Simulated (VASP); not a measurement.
# LiF (Fm-3m) in VASP: notebook, part 2 of 2

VASP 6.6.1.

## 3. Single point, LDA

Input file INCAR:

```
SYSTEM = LiF
PREC = Accurate
ENCUT = 520
EDIFF = 1E-6
ISMEAR = -1
SIGMA = 0.08
LREAL = .False.
LASPH = .True.
NELM = 100
ALGO = Normal
ISIF = 2
LWAVE = .False.
LCHARG = .False.
NBANDS = 12
```

Input file KPOINTS:

```
Automatic mesh
0
Gamma
  16 16 16
  0 0 0
```

Input file POSCAR:

```
LiF
1.0
    0.0000000000      1.9544626793      1.9544626793
    1.9544626793      0.0000000000      1.9544626793
    1.9544626793      1.9544626793      0.0000000000
Li F
1 1
Direct
    0.0000000000      0.0000000000      0.0000000000
    0.5000000000      0.5000000000      0.5000000000
```

Potentials or basis: VASP PAW LDA potentials, release 64 (Li_sv, F).

Started as:

```console
$ cat potpaw_LDA.64/Li_sv/POTCAR potpaw_LDA.64/F/POTCAR > POTCAR
$ mpirun -np 1 vasp_std > vasp.out
```

Run time: 25 s. Hardware: 1 thread of Intel Xeon 8259CL, shared host; peak memory 0.13 GiB.

Results (log left out):

```yaml
Free_energy: -10.5003 eV
Band_gap_on_the_k_mesh: 9.69 eV
```

Levels at points of the mesh, in eV from the valence-band top:
| k point | band 3 | band 4 | band 5 | band 6 | band 7 | band 8 |
| --- | --- | --- | --- | --- | --- | --- |
| (0.00, 0.00, 0.00) | 0.00 | 0.00 | 0.00 | 9.69 | 24.63 | 24.63 |
| (0.50, 0.00, 0.00) | -2.86 | -0.27 | -0.27 | 10.84 | 17.46 | 19.11 |
| (0.50, 0.50, 0.00) | -3.54 | -1.18 | -1.18 | 15.27 | 16.44 | 18.27 |

Caveat: the cutoff is under 1.25 times the usual one of these potentials, so pressure, stress and relaxed cells hold a basis-set (Pulay) error. A k mesh can miss the band edges.

## 4. Relaxation of cell and atoms, LDA

This run uses another cell than the first one, of 8.17 Å³/atom.

Input file INCAR:

```
PREC = Accurate ; ENCUT = 600
EDIFF = 1E-6 ; ISMEAR = 1
SIGMA = 0.15 ; LREAL = F
LASPH = T ; NELM = 100
ALGO = Normal ; ISIF = 3
LWAVE = F ; LCHARG = F
GGA = CA ; IBRION = 2
NSW = 100 ; EDIFFG = -0.002
```

Input file KPOINTS:

```
regular mesh
0
Gamma
  10 10 10
```

Input file POSCAR:

```
LiF
1.0
    0.0000000000      2.0140000000      2.0140000000
    2.0140000000      0.0000000000      2.0140000000
    2.0140000000      2.0140000000      0.0000000000
Li F
1 1
Direct
    0.0000000000      0.0000000000      0.0000000000
    0.5000000000      0.5000000000      0.5000000000
```

Started as:

```console
$ cat potpaw_LDA.64/Li_sv/POTCAR potpaw_LDA.64/F/POTCAR > POTCAR
$ mpirun -np 1 vasp_std > vasp.out
```

It took 21 s on 1 thread of Intel Xeon 8259CL, shared host; peak memory 0.12 GiB.

Results (log left out):

```yaml
Free_energy: -10.5099 eV
Relaxed_volume: 7.39 Å³/atom
Relaxed_cell: a = 2.755 Å, b = 2.755 Å, c = 2.755 Å, α = 60.00°, β = 60.00°, γ = 60.00°
Space_group_after_relaxing_to_0.1_Å: Fm-3m (No. 225)
Energy_gained_by_relaxing: 18.6 meV/atom
Ionic_steps: 4
Pressure_after_relaxing: 0.0 GPa
Band_gap_on_the_k_mesh: 9.79 eV
```

Step by step:
```
step  energy change (eV)  largest force (eV/Å)  pressure (GPa)  volume (Å³)
   1              0.0000                0.0000           -7.03        16.34
   2             -0.0285                0.0000           -3.75        15.51
   3             -0.0372                0.0000           -0.49        14.87
   4             -0.0373                0.0000            0.02        14.79
```

Final structure:
```cif
data_structure
_symmetry_space_group_name_H-M 'P 1'
_symmetry_Int_Tables_number 1
_cell_length_a 2.7550
_cell_length_b 2.7550
_cell_length_c 2.7550
_cell_angle_alpha 60.000
_cell_angle_beta 60.000
_cell_angle_gamma 60.000
_cell_volume 14.79
loop_
_atom_site_label
_atom_site_type_symbol
_atom_site_fract_x
_atom_site_fract_y
_atom_site_fract_z
_atom_site_occupancy
Li1 Li 0.00000 0.00000 0.00000 1
F1 F 0.50000 0.50000 0.50000 1
```

Levels at points of the mesh, in eV from the valence-band top:
```tsv
k point	band 1	band 2	band 3	band 4	band 5	band 6	band 7	band 8	band 9
(0.00, 0.00, 0.00)	-39.57	-19.86	0.00	0.00	0.00	9.79	24.76	24.76	24.76
(0.50, 0.00, 0.00)	-39.47	-19.34	-2.89	-0.27	-0.27	10.90	17.59	19.19	19.19
(0.50, 0.50, 0.00)	-39.44	-18.96	-3.58	-1.19	-1.19	15.37	16.49	18.38	20.94
```

Caveat: the cutoff is under 1.25 times the usual one of these potentials, so pressure, stress and relaxed cells hold a basis-set (Pulay) error. Zero-point motion and thermal expansion aren't in these numbers.

## 5. Relaxation of cell and atoms, LDA

This run uses another cell than the first one, of 8.17 Å³/atom.

Input file INCAR:

```
PREC = Accurate
ENCUT = 600
EDIFF = 1E-6
ISMEAR = -1
SIGMA = 0.08
LREAL = False
LASPH = True
NELM = 80
ALGO = Normal
ISIF = 3
LWAVE = False
LCHARG = False
IBRION = 2
NSW = 100
EDIFFG = -0.002
```

Input file KPOINTS:

```
regular mesh
0
Gamma
  16 16 16
```

POSCAR is that of step 4.

Started as:

```console
$ cat potpaw_LDA.64/Li_sv/POTCAR potpaw_LDA.64/F/POTCAR > POTCAR
$ mpirun -np 1 vasp_std > vasp.out
```

Wall time 69 s (1 thread of Intel Xeon 8259CL, shared host); peak memory 0.14 GiB.

The run converged. Its results:

| Quantity | Value |
| --- | --- |
| Free energy | -10.5107 eV |
| Relaxed volume | 7.39 Å³/atom |
| Relaxed cell | a = 2.755 Å, b = 2.755 Å, c = 2.755 Å, α = 60.00°, β = 60.00°, γ = 60.00° |
| Space group after relaxing (to 0.1 Å) | Fm-3m (No. 225) |
| Energy gained by relaxing | 18.5 meV/atom |
| Ionic steps | 4 |
| Pressure after relaxing | 0.0 GPa |
| Band gap on the k mesh | 9.78 eV |

The path:
```csv
step,energy change (eV),largest force (eV/Å),pressure (GPa),volume (Å³)
1,0.0000,0.0000,-7.00,16.34
2,-0.0283,0.0000,-3.74,15.51
3,-0.0369,0.0000,-0.51,14.88
4,-0.0371,0.0000,0.02,14.79
```

Final structure:
```
Li F
1.0
     0.00000    1.94820    1.94820
     1.94820    0.00000    1.94820
     1.94820    1.94820    0.00000
Li F
1 1
Direct
  0.00000 0.00000 0.00000
  0.50000 0.50000 0.50000
```

Levels at points of the mesh, in eV from the valence-band top:
| k point | band 2 | band 3 | band 4 | band 5 | band 6 | band 7 | band 8 | band 9 |
| --- | --- | --- | --- | --- | --- | --- | --- | --- |
| (0.00, 0.00, 0.00) | -19.86 | 0.00 | 0.00 | 0.00 | 9.78 | 24.76 | 24.76 | 24.76 |
| (0.50, 0.00, 0.00) | -19.34 | -2.90 | -0.27 | -0.27 | 10.90 | 17.58 | 19.19 | 19.19 |
| (0.50, 0.50, 0.00) | -18.96 | -3.58 | -1.19 | -1.19 | 15.37 | 16.49 | 18.38 | 20.94 |

Caveat: the cutoff is under 1.25 times the usual one of these potentials, so pressure, stress and relaxed cells hold a basis-set (Pulay) error. LDA usually gives volumes a few per cent too small.

## 6. Single point, LDA

Input file INCAR:

```
SYSTEM = LiF
  PREC = Accurate
  ENCUT = 520
  EDIFF = 1E-6
  ISMEAR = -1
  SIGMA = 0.1
  LREAL = .FALSE.
  LASPH = .TRUE.
  NELM = 100
  ALGO = Normal
  ISIF = 2
  LWAVE = .FALSE.
  LCHARG = .FALSE.
  ISYM = 0
  NBANDS = 12
```

Input file KPOINTS:

```
Automatic mesh
0
Gamma
  10 10 10
  0.5 0.5 0.5
```

Input file POSCAR:

```
LiF
1.0
   -0.0000072313      1.9544611895      1.9544611895
    1.9544611895     -0.0000072313      1.9544611895
    1.9544611895      1.9544611895     -0.0000072313
Li F
1 1
Direct
    0.0000000000      0.0000000000      0.0000000000
    0.5000000000      0.5000000000      0.5000000000
```

Potentials or basis: VASP PAW LDA potentials, release 64 (Li_sv, F).

Started as:

```console
$ cat potpaw_LDA.64/Li_sv/POTCAR potpaw_LDA.64/F/POTCAR > POTCAR
$ mpirun -np 1 vasp_std > vasp.out
```

Run time: 6.9 min. Hardware: 1 thread of Intel Xeon 8259CL, shared host; peak memory 0.4 GiB.

The run converged. Its results:

| Quantity | Value |
| --- | --- |
| Free energy | -10.5003 eV |
| Band gap on the k mesh | 9.77 eV |

Levels at points of the mesh, in eV from the valence-band top:
```
           k point  band 1  band 2  band 3  band 4  band 5  band 6  band 7  band 8  band 9  band 10
(0.05, 0.05, 0.05)  -39.59  -19.81   -0.08    0.00    0.00    9.77   23.24   24.01   24.01    25.35
```

Caveat: the cutoff is under 1.25 times the usual one of these potentials, so pressure, stress and relaxed cells hold a basis-set (Pulay) error; a shifted mesh leaves out Γ, where band edges can lie.

## 7. Relaxation of cell and atoms, LDA

This run uses another cell than the first one, of 8.17 Å³/atom.

Input file INCAR:

```
PREC = Accurate
ENCUT = 600
EDIFF = 1E-6
ISMEAR = -1
SIGMA = 0.1
LREAL = F
LASPH = T
NELM = 100
ALGO = Normal
ISIF = 3
LWAVE = F
LCHARG = F
IBRION = 2
NSW = 100
EDIFFG = -0.002
ISYM = 0
```

KPOINTS is that of step 6.

Input file POSCAR:

```
LiF
1.0
    0.0000000000      2.0140000000      2.0140000000
    2.0140000000      0.0000000000      2.0140000000
    2.0140000000      2.0140000000      0.0000000000
Li F
1 1
Direct
    0.0000000000      0.0000000000      0.0000000000
    0.5000000000      0.5000000000      0.5000000000
```

Started as:

```console
$ cat potpaw_LDA.64/Li_sv/POTCAR potpaw_LDA.64/F/POTCAR > POTCAR
$ mpirun -np 1 vasp_std > vasp.out
```

It took 15 min on 1 thread of Intel Xeon 8259CL, shared host; peak memory 0.46 GiB.

Results (log left out):

```
Free energy                           : -10.5107 eV
Relaxed volume                        : 7.39 Å³/atom
Relaxed cell                          : a = 2.755 Å, b = 2.755 Å, c = 2.755 Å, α = 60.00°, β = 60.00°, γ = 60.00°
Space group after relaxing (to 0.1 Å) : Fm-3m (No. 225)
Energy gained by relaxing             : 18.5 meV/atom
Ionic steps                           : 4
Pressure after relaxing               : 0.0 GPa
Band gap on the k mesh                : 9.87 eV
```

Step by step:
| step | energy change (eV) | largest force (eV/Å) | pressure (GPa) | volume (Å³) |
| --- | --- | --- | --- | --- |
| 1 | 0.0000 | 0.0000 | -7.00 | 16.34 |
| 2 | -0.0283 | 0.0000 | -3.74 | 15.51 |
| 3 | -0.0369 | 0.0000 | -0.51 | 14.88 |
| 4 | -0.0371 | 0.0000 | 0.02 | 14.79 |

Final structure:
```
Li F
1.0
     0.00000    1.94818    1.94818
     1.94818    0.00000    1.94818
     1.94818    1.94818    0.00000
Li F
1 1
Direct
  0.00000 0.00000 0.00000
  0.50000 0.50000 0.50000
```

Levels at points of the mesh, in eV from the valence-band top:
```tsv
k point	band 1	band 2	band 3	band 4	band 5	band 6	band 7	band 8	band 9
(0.05, 0.05, 0.05)	-39.56	-19.84	-0.08	0.00	0.00	9.87	23.35	24.13	24.13
```

Caveat: the cutoff is under 1.25 times the usual one of these potentials, so pressure, stress and relaxed cells hold a basis-set (Pulay) error; a shifted mesh leaves out Γ, where band edges can lie.

## 8. Overview

```csv
task,cell,k mesh,cutoff (eV),smearing,gap on the mesh (eV),pressure (GPa),relaxed volume (Å³/atom)
single point,"a = 2.764 Å, angles 60.0°, 2 atoms",10 × 10 × 10,520,methfessel-paxton 0.15 eV,9.69,-,-
single point,"a = 2.764 Å, angles 60.0°, 2 atoms",16 × 16 × 16,520,fermi-dirac 0.08 eV,9.69,-,-
relaxation of cell and atoms,"relaxed from a = 2.848 Å, angles 60.0°, 2 atoms",10 × 10 × 10,600,methfessel-paxton 0.15 eV,9.79,0.0,7.39
relaxation of cell and atoms,"relaxed from a = 2.848 Å, angles 60.0°, 2 atoms",16 × 16 × 16,600,fermi-dirac 0.08 eV,9.78,0.0,7.39
single point,"a = 2.764 Å, angles 60.0°, 2 atoms","10 × 10 × 10, shifted",520,fermi-dirac 0.1 eV,9.77,-,-
relaxation of cell and atoms,"relaxed from a = 2.848 Å, angles 60.0°, 2 atoms","10 × 10 × 10, shifted",600,fermi-dirac 0.1 eV,9.87,0.0,7.39
```

Alike in all rows: level LDA; potentials or basis VASP PAW LDA potentials, release 64 (Li_sv, F); no spin polarisation.

Caveats: the cutoff is under 1.25 times the usual one of these potentials, so pressure, stress and relaxed cells hold a basis-set (Pulay) error; a shifted mesh leaves out Γ, where band edges can lie (at least some runs).

Absolute energies hang on the potentials; compare differences alone.
